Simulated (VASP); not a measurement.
A run of VASP 6.6.1:

File INCAR:

```
PREC     = Accurate       # precision mode
ENCUT    = 520            # plane-wave cutoff, eV
EDIFF    = 1E-6           # SCF threshold, eV
ISMEAR   = -1             # smearing method
SIGMA    = 0.1            # smearing width, eV
LREAL    = F              # projectors in reciprocal space
LASPH    = T              # aspherical terms in the spheres
NELM     = 60             # most SCF steps
ALGO     = Normal         # electronic algorithm
ISIF     = 2              # what is computed and relaxed
LWAVE    = F              # write WAVECAR
LCHARG   = F              # write CHGCAR
GGA      = PE             # functional
NBANDS   = 12             # bands
```

KPOINTS

```
regular mesh
0
Gamma
  19 19 19
```

Contents of POSCAR:

```
Nb
1.0
   -1.6547957147      1.6547957147      1.6547957147
    1.6547957147     -1.6547957147      1.6547957147
    1.6547957147      1.6547957147     -1.6547957147
Nb
1
Direct
    0.0000000000      0.0000000000      0.0000000000
```

Potentials or basis: VASP PAW PBE potentials, release 64 (Nb_sv).

Run with:

```bash
$ cat potpaw_PBE.64/Nb_sv/POTCAR > POTCAR
$ mpirun -np 1 vasp_std > vasp.out
```

Hardware: 1 thread of AMD EPYC 9R14 (Zen 4) (shared host).

Task: Estimate the wall time of this run.

Result: Wall time 30 s on 1 thread of AMD EPYC 9R14 (Zen 4) (shared host), peak memory 0.14 GiB. Counts: scf iterations 12, k points 220.
